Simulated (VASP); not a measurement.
# SiC (I-4m2) in VASP: further runs

Runs on SiC. Level: PBE. Tasks: single point.

All numbers are computed with VASP 6.6.1; they aren't measurements. Logs are shortened: lines on timing, memory, paths and dates and some standing lists are left out, and cuts for length are marked.

**1. The cell of the first run**

It takes space group I-4m2 (No. 119, tetragonal). The conventional cell has a = 3.075 Å, b = 3.075 Å, c = 4.413 Å, α = 90.00°, β = 90.00°, γ = 90.00°. Within 2.5 Å of Si (site symmetry -4m2) lie 4 C at 1.89 Å. C (site symmetry -4m2) has 4 Si at 1.89 Å within 2.5 Å.

**2. Single point, PBE (strain +0.0150 x Voigt [0, 1, 0, 0, 0, 0])**

Contents of INCAR:

```
SYSTEM = SiC
PREC = Accurate ; ENCUT = 520
EDIFF = 1E-6 ; ISMEAR = 0
SIGMA = 0.05 ; LREAL = .False.
LASPH = .True. ; NELM = 100
ALGO = Normal ; ISIF = 2
LWAVE = .False. ; LCHARG = .False.
GGA = PE ; NBANDS = 11
```

Contents of KPOINTS:

```
Automatic mesh
0
Gamma
  12 12 12
  0 0 0
```

Contents of POSCAR:

```
SiC
1.0
    0.0000000000      2.2066100000      2.1740000000
    2.1740000000      0.0000000000      2.1740000000
    2.1740000000      2.2066100000      0.0000000000
Si C
1 1
Direct
    0.0000000000      0.0000000000      0.0000000000
    0.7500000000      0.7500000000      0.7500000000
```

Potentials or basis: VASP PAW PBE potentials, release 64 (Si, C).

Started as:

```sh
> cat potpaw_PBE.64/Si/POTCAR potpaw_PBE.64/C/POTCAR > POTCAR
> mpirun -np 1 vasp_std > vasp.out
```

OUTCAR:

```text
SYSTEM = SiC
   PREC = Accurate
   ENCUT = 520
   EDIFF = 1E-6
   ISMEAR = 0
   LREAL = .False.
   LASPH = .True.
   NELM = 100
   ISIF = 2
   GGA = PE

 ion  position               nearest neighbor table
   1  0.000  0.000  0.000-   2 1.89   2 1.89   2 1.89   2 1.89
   2  0.750  0.750  0.750-   1 1.89   1 1.89   1 1.89   1 1.89

  LATTYP: Found a body centered tetragonal cell.
 ALAT       =     3.0745002846
 C/A-ratio  =     1.4354267658

  Lattice vectors:

 A1 = (   0.0000000000,  -2.2066100000,   2.1740000000)
 A2 = (   0.0000000000,  -2.2066100000,  -2.1740000000)
 A3 = (   2.1740000000,   2.2066100000,   0.0000000000)

Analysis of symmetry for initial positions (statically):
=====================================================================
 Subroutine PRICEL returns:
 Original cell was already a primitive cell.

 Routine SETGRP: Setting up the symmetry group for a
 body centered tetragonal supercell.

 Subroutine GETGRP returns: Found  8 space group operations
 (whereof  8 operations were pure point group operations)
 out of a pool of 16 trial point group operations.

The static configuration has the point symmetry D_2d.

Analysis of symmetry for dynamics (positions and initial velocities):
=====================================================================
 Subroutine PRICEL returns:
 Original cell was already a primitive cell.

 Routine SETGRP: Setting up the symmetry group for a
 body centered tetragonal supercell.

 Subroutine GETGRP returns: Found  8 space group operations
 (whereof  8 operations were pure point group operations)
 out of a pool of 16 trial point group operations.

The dynamic configuration has the point symmetry D_2d.

 Subroutine INISYM returns: Found  8 space group operations
 (whereof  8 operations are pure point group operations),
 and found     1 'primitive' translations

----------------------------------------------------------------------------------------

                                     Primitive cell

  volume of cell :      20.8581

  direct lattice vectors                    reciprocal lattice vectors
     0.000000000  2.206610000  2.174000000    -0.229990800  0.226591922  0.229990800
     2.174000000  0.000000000  2.174000000     0.229990800 -0.226591922  0.229990800
     2.174000000  2.206610000  0.000000000     0.229990800  0.226591922 -0.229990800

  length of vectors
     3.097644862  3.074500285  3.097644862     0.396403122  0.396403122  0.396403122

  position of ions in fractional coordinates (direct lattice)
     0.000000000  0.000000000  0.000000000
     0.750000000  0.750000000  0.750000000

  ion indices of the primitive-cell ions
   primitive index   ion index
                 1           1
                 2           2

----------------------------------------------------------------------------------------

 KPOINTS: Automatic mesh

Automatic generation of k-mesh.
 Grid dimensions read from file:
 generate k-points for:   12   12   12

 Generating k-lattice:

  Cartesian coordinates                     Fractional coordinates (reciprocal lattice)
    -0.019165900  0.018882660  0.019165900     0.083333333  0.000000000  0.000000000
     0.019165900 -0.018882660  0.019165900     0.000000000  0.083333333  0.000000000
     0.019165900  0.018882660 -0.019165900     0.000000000  0.000000000  0.083333333

  Length of vectors
     0.033033594  0.033033594  0.033033594

  Shift w.r.t. Gamma in fractional coordinates (k-lattice)
     0.000000000  0.000000000  0.000000000

 Subroutine IBZKPT returns following result:
 ===========================================

 Found    163 irreducible k-points:

 Following reciprocal coordinates:
            Coordinates               Weight
  0.000000  0.000000  0.000000      1.000000
  0.083333  0.000000  0.000000      8.000000
  0.166667  0.000000  0.000000      8.000000
  0.250000  0.000000 -0.000000      8.000000
  0.333333  0.000000  0.000000      8.000000
  0.416667  0.000000 -0.000000      8.000000
[... 16 lines left out ...]
  0.500000  0.166667 -0.000000     16.000000
 -0.416667  0.166667 -0.000000     16.000000
 [... further k-points ...]
   k-points           NKPTS =    163   k-points in BZ     NKDIM =    163   number of bands    NBANDS=     11
   number of dos      NEDOS =    301   number of ions     NIONS =      2
   total plane-waves  NPLWV =  13824
   dimension x,y,z NGX =    24 NGY =   24 NGZ =   24
   dimension x,y,z NGXF=    48 NGYF=   48 NGZF=   48
   ions per type =               1   1
   NGX,Y,Z   is equivalent  to a cutoff of  12.88, 12.98, 12.88 a.u.
   NGXF,Y,Z  is equivalent  to a cutoff of  25.76, 25.95, 25.76 a.u.
 SYSTEM =  SiC
   PREC   = accura    normal or accurate (medium, high low for compatibility)
   ISTART =      0    job   : 0-new  1-cont  2-samecut
   ICHARG =      2    charge: 1-file 2-atom 10-const
   ISPIN  =      1    spin polarized calculation?
   LNONCOLLINEAR =      F non collinear calculations
   LSORBIT =      F    spin-orbit coupling
   LASPH  =      T    aspherical Exc in radial PAW
   ENCUT  =  520.0 eV  38.22 Ry    6.18 a.u.   5.76  5.72  5.76*2*pi/ulx,y,z
   NELM   =    100;   NELMIN=  2; NELMDL= -5     # of ELM steps
   EDIFF  = 0.1E-05   stopping-criterion for ELM
   LREAL  =      F    real-space projection
   EDIFFG = 0.1E-04   stopping-criterion for IOM
   NSW    =      0    number of steps for IOM
   IBRION =     -1    ionic relax: 0-MD 1-quasi-New 2-CG
   NFREE  =      0    steps in history (QN), initial steepest desc. (CG)
   ISIF   =      2    stress and relaxation
   ISYM   =      2    0-nonsym 1-usesym 2-fastsym
   POTIM  = 0.5000    time-step for ionic-motion
   TEBEG  =    0.0;   TEEND  =   0.0 temperature during run
   PSTRESS=    0.0 pullay stress
   NELECT =       8.0000    total number of electrons
   NUPDOWN=      -1.0000    fix difference up-down
   EMIN   =  10.00;   EMAX   =-10.00  energy-range for DOS
   EFERMI =   0.00;   METHOD = LEGACY
   ISMEAR =     0;   SIGMA  =   0.05  broadening in eV -4-tet -1-fermi 0-gaus
   EFERMI_NEDOS =   21; number of points for ismear=-14 and -15
   IALGO  =     38    algorithm
   IMIX   =      4    mixing-type and parameters
     AMIX     =   0.40;   BMIX     =  1.00
     AMIX_MAG =   1.60;   BMIX_MAG =  1.00
  volume/ion in A,a.u.               =      10.43        70.38
  Fermi-wavevector in a.u.,A,eV,Ry     =   1.189451  2.247737 19.249441  1.414794
  Thomas-Fermi vector in A             =   2.325558
   LORBIT       =      0    0 simple, 1 ext, 2 COOP (PROOUT), +10 PAW based schemes
   GGA     = PE    functional components
   LHFCALC =     F    Hartree Fock is set to
   AEXX    =    0.0000 exact exchange contribution
   IVDW    =     0    specifies the selected vdW correction
   LEPSILON=     F    determine dielectric tensor
   LRPA    =     F    only Hartree local field effects (RPA)
 non-spin polarized calculation
 Gauss-broadening in eV      SIGMA  =   0.05
  energy-cutoff  :      520.00
  volume of cell :       20.86
 maximum number of plane-waves:       572
   NGX = 11   NGY = 11   NGZ = 11

 number of electron       8.0000001 magnetization

 Free energy of the ion-electron system (eV)
  ---------------------------------------------------
  ext. energy  EPLUGINS =         0.00000000
  ---------------------------------------------------
  free energy    TOTEN  =       -15.05777001 eV

  energy without entropy =      -15.05777001  energy(sigma->0) =      -15.05777001

 E-fermi :   8.2598     XC(G=0): -11.3217

 val. band max:        8.0527006551   @ k =   0.0000   0.0000   0.0000
 cond. band min:       9.3386965757   @ k =   0.5000   0.5000   0.0000
 fundamental gap:      1.2859959206
 Fermi energy:         8.2598017302

 k-point     1 :       0.0000    0.0000    0.0000
  band No.  band energies     occupation
      1      -7.3229      2.00000
      2       7.9493      2.00000
      3       8.0527      2.00000
      4       8.0527      2.00000
      5      14.1562      0.00000
      6      15.2576      0.00000
      7      15.2576      0.00000
      8      15.2965      0.00000
      9      22.2429      0.00000
     10      22.7036      0.00000
     11      24.3744      0.00000

 k-point     2 :       0.0833    0.0000    0.0000
  band No.  band energies     occupation
      1      -7.1880      2.00000
      2       7.2890      2.00000
      3       7.8873      2.00000
      4       7.9627      2.00000
      5      14.4040      0.00000
      6      15.3857      0.00000
      7      15.4363      0.00000
      8      15.4845      0.00000
      9      21.5370      0.00000
     10      21.9302      0.00000
     11      24.3475      0.00000

 k-point     3 :       0.1667    0.0000    0.0000
  band No.  band energies     occupation
      1      -6.7871      2.00000
      2       5.6531      2.00000
      3       7.6382      2.00000
      4       7.7402      2.00000
      5      14.2837      0.00000
      6      15.7672      0.00000
      7      15.8007      0.00000
      8      16.3031      0.00000
      9      20.8213      0.00000
     10      21.0828      0.00000
     11      23.6365      0.00000

 k-point     4 :       0.2500    0.0000   -0.0000
  band No.  band energies     occupation
      1      -6.1351      2.00000
      2       3.7410      2.00000
      3       7.3478      2.00000
      4       7.4789      2.00000
      5      13.9270      0.00000
      6      15.8169      0.00000
      7      15.9378      0.00000
      8      17.3030      0.00000
      9      21.0487      0.00000
     10      21.1324      0.00000
     11      23.1062      0.00000
[... 239 lines left out ...]
 k-point    22 :       0.4167    0.1667   -0.0000
  band No.  band energies     occupation
      1      -4.4984      2.00000
      2       1.5844      2.00000
      3       5.7474      2.00000
      4       6.1555      2.00000
      5      12.7486      0.00000
      6      15.8629      0.00000
      7      17.2070      0.00000
      8      17.4427      0.00000
      9      21.4438      0.00000
     10      25.2321      0.00000
     11      25.9014      0.00000

 k-point    23 :       0.5000    0.1667   -0.0000
  band No.  band energies     occupation
      1      -3.6317      2.00000
      2       0.2780      2.00000
      3       5.3025      2.00000
      4       6.2288      2.00000
      5      12.7897      0.00000
      6      15.7804      0.00000
      7      16.8160      0.00000
      8      18.5636      0.00000
      9      21.8926      0.00000
     10      25.2552      0.00000
     11      26.2002      0.00000

 k-point    24 :      -0.4167    0.1667   -0.0000
  band No.  band energies     occupation
      1      -3.4669      2.00000
      2       0.0574      2.00000
      3       4.9930      2.00000
      4       6.4631      2.00000
      5      13.0816      0.00000
      6      15.6835      0.00000
      7      16.5136      0.00000
      8      19.1436      0.00000
      9      22.5480      0.00000
     10      23.3855      0.00000
     11      26.1564      0.00000

 [... further k-points ...]

------------------------ aborting loop because EDIFF is reached ----------------------------------------

  FORCE on cell =-STRESS in cart. coord.  units (eV):
  Direction    XX          YY          ZZ          XY          YZ          ZX
  --------------------------------------------------------------------------------------
  -------------------------------------------------------------------------------------
  Total        0.3568155     -0.1569028      0.3568155      0.0000000     -0.0000000      0.0000000
  in kB       27.4081437    -12.0522056     27.4081437      0.0000000     -0.0000000      0.0000000
  external PRESSURE =      14.2546939 kB  Pullay stress =       0.0000000 kB

 VOLUME and BASIS-vectors are now :
 -----------------------------------------------------------------------------
  energy-cutoff  :      520.00
  volume of cell :       20.86
      direct lattice vectors                 reciprocal lattice vectors
     0.000000000  2.206610000  2.174000000    -0.229990800  0.226591922  0.229990800
     2.174000000  0.000000000  2.174000000     0.229990800 -0.226591922  0.229990800
     2.174000000  2.206610000  0.000000000     0.229990800  0.226591922 -0.229990800

 POSITION                                       TOTAL-FORCE (eV/Angst)
 -----------------------------------------------------------------------------------
      0.00000      0.00000      0.00000         0.000000      0.000000     -0.000000
      3.26100      3.30992      3.26100        -0.000000      0.000000      0.000000
 -----------------------------------------------------------------------------------
    total drift:                               -0.000000     -0.000000     -0.000000

  FREE ENERGIE OF THE ION-ELECTRON SYSTEM (eV)
  ---------------------------------------------------
  free  energy   TOTEN  =       -15.0577700080 eV

  energy  without entropy=      -15.0577700080  energy(sigma->0) =      -15.05777001
```

Run time: 21 s. Hardware: 1 thread of Intel Xeon Platinum 8375C at 2.90GHz (Ice Lake), shared host; peak memory 0.16 GiB.

What came out:

```
Free energy            : -15.0578 eV
Pressure               : 1.4 GPa
Band gap on the k mesh : 1.29 eV, indirect (least direct gap 4.52 eV)
```

Stress tensor (GPa, compression positive):
```
 2.74  0.00  0.00
 0.00 -1.21  0.00
 0.00  0.00  2.74
```

Levels at points of the mesh, in eV from the valence-band top:
```
           k point  band 2  band 3  band 4  band 5  band 6  band 7
(0.00, 0.00, 0.00)   -0.10    0.00    0.00    6.10    7.20    7.20
(0.50, 0.00, 0.00)   -8.53   -1.18   -0.99    5.30    7.07    7.27
(0.50, 0.50, 0.00)   -7.74   -3.27   -3.24    1.29    4.17   13.65
(0.50, 0.00, 0.50)   -7.93   -3.10   -3.10    1.42    4.43   13.95
```

Caveat: the cell differs from its parent crystal (strain +0.0150 x Voigt [0, 1, 0, 0, 0, 0]).

**3. Single point, PBE (strain +0.0300 x Voigt [0, 1, 0, 0, 0, 0])**

Contents of INCAR:

```
SYSTEM = SiC
PREC = Accurate ; ENCUT = 520
EDIFF = 1E-6 ; ISMEAR = 0
SIGMA = 0.05 ; LREAL = .FALSE.
LASPH = .TRUE. ; NELM = 100
ALGO = Normal ; ISIF = 2
LWAVE = .FALSE. ; LCHARG = .FALSE.
GGA = PE ; NBANDS = 11
```

Contents of KPOINTS:

```
regular mesh
0
G
  12 12 12
  0 0 0
```

Contents of POSCAR:

```
SiC
1.0
    0.0000000000      2.2392200000      2.1740000000
    2.1740000000      0.0000000000      2.1740000000
    2.1740000000      2.2392200000      0.0000000000
Si C
1 1
Direct
    0.0000000000      0.0000000000      0.0000000000
    0.7500000000      0.7500000000      0.7500000000
```

Potentials or basis: VASP PAW PBE potentials, release 64 (Si, C).

Started as:

```sh
> cat potpaw_PBE.64/Si/POTCAR potpaw_PBE.64/C/POTCAR > POTCAR
> mpirun -np 1 vasp_std > vasp.out
```

It took 26 s on 1 thread of Intel Xeon Platinum 8375C at 2.90GHz (Ice Lake), shared host; peak memory 0.16 GiB.

Results (log left out):

```yaml
Free_energy: -15.0499 eV
Pressure: -1.7 GPa
Band_gap_on_the_k_mesh: 1.22 eV, indirect (least direct gap 4.49 eV)
```

Stress tensor (GPa, compression positive):
```
 0.96  0.00  0.00
 0.00 -7.08  0.00
 0.00  0.00  0.96
```

Levels at points of the mesh, in eV from the valence-band top:
```csv
k point,band 2,band 3,band 4,band 5,band 6,band 7
"(0.00, 0.00, 0.00)",-0.21,0.00,0.00,5.89,7.06,7.06
"(0.50, 0.00, 0.00)",-8.48,-1.30,-0.94,5.07,6.94,7.28
"(0.50, 0.50, 0.00)",-7.67,-3.34,-3.29,1.22,4.00,13.20
"(0.50, 0.00, 0.50)",-8.04,-3.00,-3.00,1.49,4.51,13.77
```

Caveat: the cell differs from its parent crystal (strain +0.0300 x Voigt [0, 1, 0, 0, 0, 0]). A k mesh can miss the band edges.

**4. Single point, PBE (strain +0.0450 x Voigt [0, 1, 0, 0, 0, 0])**

Contents of INCAR:

```
ALGO     = Normal         # electronic algorithm
EDIFF    = 1E-6           # SCF threshold, eV
ENCUT    = 520            # plane-wave cutoff, eV
GGA      = PE             # functional
ISIF     = 2              # what is computed and relaxed
ISMEAR   = 0              # smearing method
LASPH    = T              # aspherical terms in the spheres
LCHARG   = F              # write CHGCAR
LREAL    = F              # projectors in reciprocal space
LWAVE    = F              # write WAVECAR
NBANDS   = 11             # bands
NELM     = 100            # most SCF steps
PREC     = Accurate       # precision mode
SIGMA    = 0.05           # smearing width, eV
```

Contents of KPOINTS:

```
k-points
0
Gamma
  12 12 12
```

Contents of POSCAR:

```
SiC
1.0
    0.0000000000      2.2718300000      2.1740000000
    2.1740000000      0.0000000000      2.1740000000
    2.1740000000      2.2718300000      0.0000000000
Si C
1 1
Direct
    0.0000000000      0.0000000000      0.0000000000
    0.7500000000      0.7500000000      0.7500000000
```

Started as:

```sh
> cat potpaw_PBE.64/Si/POTCAR potpaw_PBE.64/C/POTCAR > POTCAR
> mpirun -np 1 vasp_std > vasp.out
```

Run time: 24 s. Hardware: 1 thread of Intel Xeon Platinum 8375C at 2.90GHz (Ice Lake), shared host; peak memory 0.16 GiB.

It converged, with:

```yaml
Free_energy: -15.0308 eV
Pressure: -4.7 GPa
Band_gap_on_the_k_mesh: 1.16 eV, indirect (least direct gap 4.46 eV)
```

Stress tensor (GPa, compression positive):
```
 -0.59   0.00   0.00
  0.00 -12.84   0.00
  0.00   0.00  -0.59
```

Levels at points of the mesh, in eV from the valence-band top:
```
           k point  band 1  band 2  band 3  band 4  band 5  band 6  band 7  band 8
(0.00, 0.00, 0.00)  -15.23   -0.32    0.00    0.00    5.67    6.91    6.91    7.03
(0.50, 0.00, 0.00)  -11.79   -8.44   -1.42   -0.88    4.81    6.84    7.29    9.76
(0.50, 0.50, 0.00)  -10.27   -7.61   -3.40   -3.33    1.16    3.84   12.76   14.07
(0.50, 0.00, 0.50)  -10.59   -8.14   -2.91   -2.91    1.55    4.59   13.60   13.60
```

Caveat: the cell differs from its parent crystal (strain +0.0450 x Voigt [0, 1, 0, 0, 0, 0]).

(Part 1 of 2 ends here.)
